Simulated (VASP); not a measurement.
# GaAs (F-43m) in VASP: further runs, part 2 of 2

VASP 6.6.1.

### 4 Single point, PBE-based global hybrid with 35 % exact exchange

POSCAR reads:

```
GaAs
1.0
    0.0000000000      2.8268505379      2.8268505379
    2.8268505379      0.0000000000      2.8268505379
    2.8268505379      2.8268505379      0.0000000000
Ga As
1 1
Direct
    0.0000000000      0.0000000000      0.0000000000
    0.7500000000      0.7500000000      0.7500000000
```

INCAR.step1 reads:

```
PREC     = Accurate       # precision mode
ENCUT    = 520            # plane-wave cutoff, eV
EDIFF    = 1E-5           # SCF threshold, eV
ISMEAR   = 0              # smearing method
SIGMA    = 0.05           # smearing width, eV
LREAL    = F              # projectors in reciprocal space
LASPH    = T              # aspherical terms in the spheres
NELM     = 100            # most SCF steps
ALGO     = Normal         # electronic algorithm
ISIF     = 2              # what is computed and relaxed
LWAVE    = T              # write WAVECAR
NBANDS   = 16             # bands
GGA      = PE             # functional
```

INCAR.step2 reads:

```
PREC     = Accurate       # precision mode
ENCUT    = 520            # plane-wave cutoff, eV
EDIFF    = 1E-6           # SCF threshold, eV
ISMEAR   = 0              # smearing method
SIGMA    = 0.05           # smearing width, eV
LREAL    = F              # projectors in reciprocal space
LASPH    = T              # aspherical terms in the spheres
NELM     = 100            # most SCF steps
ALGO     = Normal         # electronic algorithm
ISIF     = 2              # what is computed and relaxed
LWAVE    = F              # write WAVECAR
LCHARG   = T              # write CHGCAR
GGA      = PE             # functional
LHFCALC  = T              # exact exchange
AEXX     = 0.35           # exact-exchange fraction
PRECFOCK = Normal       
LELF     = T              # ELF
LVHAR    = T            
NBANDS   = 16             # bands
ISTART   = 1
```

KPOINTS reads:

```
Automatic mesh
0
Gamma
  4 4 4
```

Potentials or basis: VASP PAW PBE potentials, release 64 (Ga_d, As).

On the command line:

```console
cat potpaw_PBE.64/Ga_d/POTCAR potpaw_PBE.64/As/POTCAR > POTCAR
cp INCAR.step1 INCAR
mpirun -np 1 vasp_std > vasp.out
cp INCAR.step2 INCAR
mpirun -np 1 vasp_std > vasp.out
```

OUTCAR:

```text
PREC = Accurate
   ENCUT = 520
   EDIFF = 1E-6
   ISMEAR = 0
   LREAL = F
   LASPH = T
   NELM = 100
   ISIF = 2
   GGA = PE
   LHFCALC = T
   AEXX = 0.35
   PRECFOCK = Normal
   ISTART = 1

 ion  position               nearest neighbor table
   1  0.000  0.000  0.000-   2 2.45   2 2.45   2 2.45   2 2.45
   2  0.750  0.750  0.750-   1 2.45   1 2.45   1 2.45   1 2.45

  LATTYP: Found a face centered cubic cell.
 ALAT       =     5.6537010758

  Lattice vectors:

 A1 = (   0.0000000000,   2.8268505379,   2.8268505379)
 A2 = (   2.8268505379,   0.0000000000,   2.8268505379)
 A3 = (   2.8268505379,   2.8268505379,   0.0000000000)

Analysis of symmetry for initial positions (statically):
=====================================================================
 Subroutine PRICEL returns:
 Original cell was already a primitive cell.

 Routine SETGRP: Setting up the symmetry group for a
 face centered cubic supercell.

 Subroutine GETGRP returns: Found 24 space group operations
 (whereof 24 operations were pure point group operations)
 out of a pool of 48 trial point group operations.

The static configuration has the point symmetry T_d .

Analysis of symmetry for dynamics (positions and initial velocities):
=====================================================================
 Subroutine PRICEL returns:
 Original cell was already a primitive cell.

 Routine SETGRP: Setting up the symmetry group for a
 face centered cubic supercell.

 Subroutine GETGRP returns: Found 24 space group operations
 (whereof 24 operations were pure point group operations)
 out of a pool of 48 trial point group operations.

The dynamic configuration has the point symmetry T_d .

 Subroutine INISYM returns: Found 24 space group operations
 (whereof 24 operations are pure point group operations),
 and found     1 'primitive' translations

[... 103 lines left out ...]
   LHFCALC =     T    Hartree Fock is set to
   PRECFOCK=normal    Normal, Fast or Accurate (Low or Medium for compatibility)
   ENCUT4O =  -1.0   cutoff for four orbital integrals eV
   NKREDX  =     1    reduce k-point grid by
   NKREDY  =     1    reduce k-point grid by
   NKREDZ  =     1    reduce k-point grid by
   AEXX    =    0.3500 exact exchange contribution
   HFSCREEN=    0.0000 screening length (either q_TF or 0.3 A-1)
   HFSCREENC=   0.0000 screening length for correlation (either q_TF or 0.3 A-1)
   ENCUTFOCK=  -1.0 apply spherical cutoff to Coloumb kernel
   IVDW    =     0    specifies the selected vdW correction
   LEPSILON=     F    determine dielectric tensor
   LRPA    =     F    only Hartree local field effects (RPA)
 non-spin polarized calculation
 Gauss-broadening in eV      SIGMA  =   0.05
  energy-cutoff  :      520.00
  volume of cell :       45.18
 maximum number of plane-waves:      1243
 NGX is ok and might be reduce to    30
  NGX = 24; NGY = 24; NGZ = 24

 number of electron      17.9999995 magnetization

 Free energy of the ion-electron system (eV)
  ---------------------------------------------------
  ext. energy  EPLUGINS =         0.00000000
  ---------------------------------------------------
  free energy    TOTEN  =       -11.70447404 eV

  energy without entropy =      -11.70447404  energy(sigma->0) =      -11.70447404

 E-fermi :   3.1030     XC(G=0):  -6.7671

 val. band max:        2.7971224226   @ k =   0.0000   0.0000   0.0000
 cond. band min:       5.6883994953   @ k =   0.0000   0.0000   0.0000
 fundamental gap:      2.8912770727
 Fermi energy:         3.1030317081

 k-point     1 :       0.0000    0.0000    0.0000
  band No.  band energies     occupation
      1     -15.6552      2.00000
      2     -15.6552      2.00000
      3     -15.6552      2.00000
      4     -15.5727      2.00000
      5     -15.5727      2.00000
      6     -11.6968      2.00000
[... 129 lines left out ...]
      3     -15.6151      2.00000
      4     -15.5830      2.00000
      5     -15.5696      2.00000
      6      -8.7844      2.00000
[... 8 lines left out ...]
     15      17.8576      0.00000
     16      18.8607      0.00000

------------------------ aborting loop because EDIFF is reached ----------------------------------------

  FORCE on cell =-STRESS in cart. coord.  units (eV):
  Direction    XX          YY          ZZ          XY          YZ          ZX
  --------------------------------------------------------------------------------------
  -------------------------------------------------------------------------------------
  Total       -0.0083768     -0.0083768     -0.0083768     -0.0000000      0.0000000     -0.0000000
  in kB       -0.2970627     -0.2970627     -0.2970627     -0.0000000      0.0000000     -0.0000000
  external PRESSURE =      -0.2970627 kB  Pullay stress =       0.0000000 kB

 VOLUME and BASIS-vectors are now :
 -----------------------------------------------------------------------------
  energy-cutoff  :      520.00
  volume of cell :       45.18
      direct lattice vectors                 reciprocal lattice vectors
     0.000000000  2.826850538  2.826850538    -0.176875287  0.176875287  0.176875287
     2.826850538  0.000000000  2.826850538     0.176875287 -0.176875287  0.176875287
     2.826850538  2.826850538  0.000000000     0.176875287  0.176875287 -0.176875287

 POSITION                                       TOTAL-FORCE (eV/Angst)
 -----------------------------------------------------------------------------------
      0.00000      0.00000      0.00000         0.000000      0.000000      0.000000
      4.24028      4.24028      4.24028        -0.000000     -0.000000     -0.000000
 -----------------------------------------------------------------------------------
    total drift:                                0.000048      0.000062      0.000042

  FREE ENERGIE OF THE ION-ELECTRON SYSTEM (eV)
  ---------------------------------------------------
  free  energy   TOTEN  =       -11.7044740389 eV

  energy  without entropy=      -11.7044740389  energy(sigma->0) =      -11.70447404
```

OSZICAR.step1:

```text
N       E                     dE             d eps       ncg     rms          rms(c)
DAV:   1     0.793371335210E+02    0.79337E+02   -0.89049E+03   272   0.152E+03
DAV:   2    -0.207629373385E+01   -0.81413E+02   -0.77539E+02   304   0.289E+02
DAV:   3    -0.817627358280E+01   -0.61000E+01   -0.60833E+01   312   0.624E+01
DAV:   4    -0.825752724253E+01   -0.81254E-01   -0.81248E-01   320   0.817E+00
DAV:   5    -0.825856898184E+01   -0.10417E-02   -0.10417E-02   320   0.872E-01    0.297E+00
DAV:   6    -0.809358802337E+01    0.16498E+00   -0.23799E-01   376   0.830E+00    0.180E+00
DAV:   7    -0.807095283639E+01    0.22635E-01   -0.77056E-02   352   0.192E+00    0.587E-01
DAV:   8    -0.807244124679E+01   -0.14884E-02   -0.12372E-02   288   0.126E+00    0.120E-01
DAV:   9    -0.807299159237E+01   -0.55035E-03   -0.11788E-03   296   0.420E-01    0.526E-02
DAV:  10    -0.807308918150E+01   -0.97589E-04   -0.97532E-05   336   0.101E-01    0.294E-02
DAV:  11    -0.807315737557E+01   -0.68194E-04   -0.95053E-05   280   0.755E-02    0.359E-03
DAV:  12    -0.807315748950E+01   -0.11392E-06   -0.15839E-06   256   0.169E-02
   1 F= -.80731575E+01 E0= -.80731575E+01  d E =-.384557E-12
```

Run time: 16 min. Hardware: 1 thread of Intel Xeon 8259CL, shared host; peak memory 0.19 GiB.

What came out:

```
Free energy            : -11.7045 eV
Pressure               : 0.0 GPa
Band gap on the k mesh : 2.89 eV
```

Caveat: the k points lie up to 0.48 Å⁻¹ apart; the PAW data sets were made with another functional, which shifts forces and pressure a little. A k mesh can miss the band edges.

### 5 Summary

| level | share of exact exchange | screening parameter | gap on the mesh (eV) | pressure (GPa) |
| --- | --- | --- | --- | --- |
| PBE-based screened hybrid with 25 % exact exchange | 0.25 | 0.1 1/Å | 1.80 | 1.0 |
| PBE-based screened hybrid with 50 % exact exchange | 0.5 | 0.20787 1/Å | 2.55 | -1.0 |
| PBE-based global hybrid with 35 % exact exchange | 0.35 | - | 2.89 | 0.0 |

Alike in all rows: task single point; potentials or basis VASP PAW PBE potentials, release 64 (Ga_d, As); no spin polarisation; cell as given; k mesh 4 × 4 × 4; cutoff (eV) 520; smearing gaussian 0.05 eV.

Caveats: all runs use coarse meshes; the PAW data sets were made with another functional, which shifts forces and pressure a little.

Total energies depend on the potentials used, so only differences within one code and one set of settings carry meaning.
